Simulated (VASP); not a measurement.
# Lu (P6_3/mmc) in VASP: single point with BLYP

Aim: the single point of Lu with BLYP.

Everything below comes from runs of VASP 6.6.1. Logs are shortened: lines on timing, memory, paths and dates and some standing lists are left out, and cuts for length are marked.

## 1. The cell of the first run

It takes space group P6_3/mmc (No. 194, hexagonal). The conventional cell has a = 3.634 Å, b = 3.634 Å, c = 11.639 Å, α = 90.00°, β = 90.00°, γ = 120.00°. Lu (site symmetry -3m) has 12 Lu at 3.59 to 3.63 Å within 4.7 Å. Lu (site symmetry -6m2) has 12 Lu at 3.59 to 3.63 Å within 4.7 Å.

## 2. Single point, BLYP (33.28 Å³/atom)

Input file INCAR:

```
PREC = Accurate
ENCUT = 520
EDIFF = 1E-7
ISMEAR = -1
SIGMA = 0.1
LREAL = F
LASPH = T
NELM = 60
ALGO = Normal
ISIF = 2
LWAVE = F
LCHARG = F
GGA = B5
ALDAX = 1.0
AGGAX = 1.0
AGGAC = 1.0
ALDAC = 0.0
NBANDS = 58
```

Input file KPOINTS:

```
Automatic mesh
0
Gamma
  12 12 4
```

Input file POSCAR:

```
Lu
1.0
    3.6343849573      0.0000000000      0.0000000000
   -1.8171924786      3.1474697001      0.0000000000
    0.0000000000      0.0000000000     11.6388224120
Lu
4
Direct
    1.0000000000      0.0000000000      1.0000000000
    1.0000000000      1.0000000000      0.5000000000
    0.3333333333      0.6666666667      0.2500000000
    0.6666666667      0.3333333333      0.7500000000
```

Potentials or basis: VASP PAW PBE potentials, release 64 (Lu).

On the command line:

```
cat potpaw_PBE.64/Lu/POTCAR > POTCAR
mpirun -np 1 vasp_std > vasp.out
```

OUTCAR:

```text
PREC = Accurate
   ENCUT = 520
   EDIFF = 1E-7
   ISMEAR = -1
   LREAL = F
   LASPH = T
   NELM = 60
   ISIF = 2
   GGA = B5

 ion  position               nearest neighbor table
   1  0.000  0.000  0.000-   3 3.59   4 3.59   3 3.59   4 3.59   4 3.59   3 3.59
   2  0.000  0.000  0.500-   3 3.59   4 3.59   3 3.59   4 3.59   4 3.59   3 3.59
   3  0.333  0.667  0.250-   1 3.59   2 3.59   1 3.59   2 3.59   1 3.59   2 3.59
   4  0.667  0.333  0.750-   1 3.59   2 3.59   1 3.59   2 3.59   1 3.59   2 3.59

  LATTYP: Found a hexagonal cell.
 ALAT       =     3.6343849573
 C/A-ratio  =     3.2024187170

  Lattice vectors:

 A1 = (   3.6343849573,   0.0000000000,   0.0000000000)
 A2 = (  -1.8171924786,   3.1474697001,   0.0000000000)
 A3 = (   0.0000000000,   0.0000000000,  11.6388224120)

Analysis of symmetry for initial positions (statically):
=====================================================================
 Subroutine PRICEL returns:
 Original cell was already a primitive cell.

 Routine SETGRP: Setting up the symmetry group for a
 hexagonal supercell.

 Subroutine GETGRP returns: Found 24 space group operations
 (whereof 12 operations were pure point group operations)
 out of a pool of 24 trial point group operations.

The static configuration has the point symmetry D_3d.
 The point group associated with its full space group is D_6h.

Analysis of symmetry for dynamics (positions and initial velocities):
=====================================================================
 Subroutine PRICEL returns:
 Original cell was already a primitive cell.

 Routine SETGRP: Setting up the symmetry group for a
 hexagonal supercell.

 Subroutine GETGRP returns: Found 24 space group operations
 (whereof 12 operations were pure point group operations)
 out of a pool of 24 trial point group operations.

The dynamic configuration has the point symmetry D_3d.
 The point group associated with its full space group is D_6h.

 Subroutine INISYM returns: Found 24 space group operations
 (whereof 12 operations are pure point group operations),
 and found     1 'primitive' translations

----------------------------------------------------------------------------------------

                                     Primitive cell

  volume of cell :     133.1378

  direct lattice vectors                    reciprocal lattice vectors
     3.634384957  0.000000000  0.000000000     0.275149719  0.158857764  0.000000000
    -1.817192479  3.147469700  0.000000000     0.000000000  0.317715529  0.000000000
     0.000000000  0.000000000 11.638822412     0.000000000  0.000000000  0.085919345

  length of vectors
     3.634384957  3.634384957 11.638822412     0.317715529  0.317715529  0.085919345

  position of ions in fractional coordinates (direct lattice)
     0.000000000  0.000000000  0.000000000
     0.000000000  0.000000000  0.500000000
     0.333333333  0.666666667  0.250000000
     0.666666667  0.333333333  0.750000000

  ion indices of the primitive-cell ions
   primitive index   ion index
                 1           1
                 2           2
                 3           3
                 4           4

----------------------------------------------------------------------------------------

 KPOINTS: Automatic mesh

Automatic generation of k-mesh.
 Grid dimensions read from file:
 generate k-points for:   12   12    4

 Generating k-lattice:

  Cartesian coordinates                     Fractional coordinates (reciprocal lattice)
     0.022929143  0.013238147  0.000000000     0.083333333  0.000000000  0.000000000
     0.000000000  0.026476294  0.000000000     0.000000000  0.083333333  0.000000000
     0.000000000  0.000000000  0.021479836     0.000000000  0.000000000  0.250000000

  Length of vectors
     0.026476294  0.026476294  0.021479836

  Shift w.r.t. Gamma in fractional coordinates (k-lattice)
     0.000000000  0.000000000  0.000000000

 Subroutine IBZKPT returns following result:
 ===========================================

 Found     57 irreducible k-points:

 Following reciprocal coordinates:
            Coordinates               Weight
  0.000000  0.000000  0.000000      1.000000
  0.083333  0.000000  0.000000      6.000000
  0.166667 -0.000000  0.000000      6.000000
  0.250000 -0.000000  0.000000      6.000000
  0.333333 -0.000000  0.000000      6.000000
  0.416667 -0.000000  0.000000      6.000000
[... 16 lines left out ...]
  0.250000 -0.000000  0.250000     12.000000
  0.333333 -0.000000  0.250000     12.000000
 [... further k-points ...]
   k-points           NKPTS =     57   k-points in BZ     NKDIM =     57   number of bands    NBANDS=     58
   number of dos      NEDOS =    301   number of ions     NIONS =      4
   total plane-waves  NPLWV =  70560
   dimension x,y,z NGX =    28 NGY =   28 NGZ =   90
   dimension x,y,z NGXF=    56 NGYF=   56 NGZF=  180
   ions per type =               4
   NGX,Y,Z   is equivalent  to a cutoff of  12.81, 12.81, 12.86 a.u.
   NGXF,Y,Z  is equivalent  to a cutoff of  25.62, 25.62, 25.71 a.u.
 SYSTEM =  unknown system
   PREC   = accura    normal or accurate (medium, high low for compatibility)
   ISTART =      0    job   : 0-new  1-cont  2-samecut
   ICHARG =      2    charge: 1-file 2-atom 10-const
   ISPIN  =      1    spin polarized calculation?
   LNONCOLLINEAR =      F non collinear calculations
   LSORBIT =      F    spin-orbit coupling
   LASPH  =      T    aspherical Exc in radial PAW
   ENCUT  =  520.0 eV  38.22 Ry    6.18 a.u.   6.76  6.76 21.64*2*pi/ulx,y,z
   NELM   =     60;   NELMIN=  2; NELMDL= -5     # of ELM steps
   EDIFF  = 0.1E-06   stopping-criterion for ELM
   LREAL  =      F    real-space projection
   EDIFFG = 0.1E-05   stopping-criterion for IOM
   NSW    =      0    number of steps for IOM
   IBRION =     -1    ionic relax: 0-MD 1-quasi-New 2-CG
   NFREE  =      0    steps in history (QN), initial steepest desc. (CG)
   ISIF   =      2    stress and relaxation
   ISYM   =      2    0-nonsym 1-usesym 2-fastsym
   POTIM  = 0.5000    time-step for ionic-motion
   TEBEG  =    0.0;   TEEND  =   0.0 temperature during run
   PSTRESS=    0.0 pullay stress
   NELECT =     100.0000    total number of electrons
   NUPDOWN=      -1.0000    fix difference up-down
   EMIN   =  10.00;   EMAX   =-10.00  energy-range for DOS
   EFERMI =   0.00;   METHOD = LEGACY
   ISMEAR =    -1;   SIGMA  =   0.10  broadening in eV -4-tet -1-fermi 0-gaus
   EFERMI_NEDOS =   21; number of points for ismear=-14 and -15
   IALGO  =     38    algorithm
   IMIX   =      4    mixing-type and parameters
     AMIX     =   0.40;   BMIX     =  1.00
     AMIX_MAG =   1.60;   BMIX_MAG =  1.00
  volume/ion in A,a.u.               =      33.28       224.61
  Fermi-wavevector in a.u.,A,eV,Ry     =   1.488130  2.812159 30.130538  2.214532
  Thomas-Fermi vector in A             =   2.601204
   LORBIT       =      0    0 simple, 1 ext, 2 COOP (PROOUT), +10 PAW based schemes
   GGA     = B5    functional components
   LHFCALC =     F    Hartree Fock is set to
   AEXX    =    0.0000 exact exchange contribution
   IVDW    =     0    specifies the selected vdW correction
   LEPSILON=     F    determine dielectric tensor
   LRPA    =     F    only Hartree local field effects (RPA)
 non-spin polarized calculation
  energy-cutoff  :      520.00
  volume of cell :      133.14
 maximum number of plane-waves:      3607
 NGX is ok and might be reduce to    28
   NGX = 13   NGY = 13   NGZ = 43

 number of electron     100.0000000 magnetization

 number of electron      99.9999992 magnetization

 Free energy of the ion-electron system (eV)
  ---------------------------------------------------
  ext. energy  EPLUGINS =         0.00000000
  ---------------------------------------------------
  free energy    TOTEN  =       -13.88088766 eV

  energy without entropy =      -13.63585697  energy(sigma->0) =      -13.75837231

 E-fermi :   2.2352     XC(G=0):  -9.5827

 val. band max:        2.2146025483   @ k =   0.3333   0.1667   0.2500
 cond. band min:       2.2471626626   @ k =   0.3333  -0.0000   0.0000
 fundamental gap:      0.0325601142
 Fermi energy:         2.2352231174

 k-point     1 :       0.0000    0.0000    0.0000
  band No.  band energies     occupation
      1     -54.1172      2.00000
      2     -54.1116      2.00000
      3     -54.1035      2.00000
      4     -54.0979      2.00000
      5     -25.1376      2.00000
      6     -24.9861      2.00000
[... 50 lines left out ...]
     57       4.4166      0.00000
     58       4.4225      0.00000

 k-point     2 :       0.0833    0.0000    0.0000
  band No.  band energies     occupation
      1     -54.1163      2.00000
      2     -54.1109      2.00000
      3     -54.1029      2.00000
      4     -54.0975      2.00000
      5     -25.1307      2.00000
      6     -24.9886      2.00000
[... 50 lines left out ...]
     57       4.4774      0.00000
     58       4.5615      0.00000

 k-point     3 :       0.1667   -0.0000    0.0000
  band No.  band energies     occupation
      1     -54.1138      2.00000
      2     -54.1092      2.00000
      3     -54.1011      2.00000
      4     -54.0965      2.00000
      5     -25.1111      2.00000
      6     -24.9997      2.00000
[... 1216 lines left out ...]
      3     -54.0980      2.00000
      4     -54.0955      2.00000
      5     -25.0795      2.00000
      6     -25.0477      2.00000
[... 50 lines left out ...]
     57       4.4299      0.00000
     58       4.7216      0.00000

 k-point    24 :       0.3333   -0.0000    0.2500
  band No.  band energies     occupation
      1     -54.1065      2.00000
      2     -54.1048      2.00000
      3     -54.0959      2.00000
      4     -54.0942      2.00000
      5     -25.0817      2.00000
      6     -25.0582      2.00000
[... 50 lines left out ...]
     57       4.2325      0.00000
     58       4.7266      0.00000

 [... further k-points ...]
[... 5 lines left out ...]
  --------------------------------------------------------------------------------------
  -------------------------------------------------------------------------------------
  Total       -3.1361182     -3.1361182     -3.2439697     -0.0000000      0.0000000      0.0000000
  in kB      -37.7399638    -37.7399638    -39.0378454     -0.0000000      0.0000000      0.0000000
  external PRESSURE =     -38.1725910 kB  Pullay stress =       0.0000000 kB

 VOLUME and BASIS-vectors are now :
 -----------------------------------------------------------------------------
  energy-cutoff  :      520.00
  volume of cell :      133.14
      direct lattice vectors                 reciprocal lattice vectors
     3.634384957  0.000000000  0.000000000     0.275149719  0.158857764  0.000000000
    -1.817192479  3.147469700  0.000000000     0.000000000  0.317715529  0.000000000
     0.000000000  0.000000000 11.638822412     0.000000000  0.000000000  0.085919345

 POSITION                                       TOTAL-FORCE (eV/Angst)
 -----------------------------------------------------------------------------------
      0.00000      0.00000      0.00000         0.000000      0.000000     -0.000000
      0.00000      0.00000      5.81941         0.000000      0.000000     -0.000000
     -0.00000      2.09831      2.90971        -0.000000      0.000000      0.000000
      1.81719      1.04916      8.72912        -0.000000      0.000000      0.000000
 -----------------------------------------------------------------------------------
    total drift:                                0.000000     -0.000000      0.000000

  FREE ENERGIE OF THE ION-ELECTRON SYSTEM (eV)
  ---------------------------------------------------
  free  energy   TOTEN  =       -13.8808876584 eV

  energy  without entropy=      -13.6358569691  energy(sigma->0) =      -13.75837231
```

Wall time 17 min (1 thread of AMD EPYC 7R43 (Zen 3), shared host); peak memory 0.41 GiB.

Results:

```
Free energy            : -13.8809 eV
Pressure               : -3.8 GPa
Band gap on the k mesh : zero (bands 50 and 51 overlap by 1.29 eV)
```

Caveat: the cell stands under tension; the PAW data sets were made with another functional, which shifts forces and pressure a little; spin-orbit coupling is left out, which moves the levels of the heavy elements.

The gap in the log of VASP goes by the Fermi energy; the results here count the filled bands.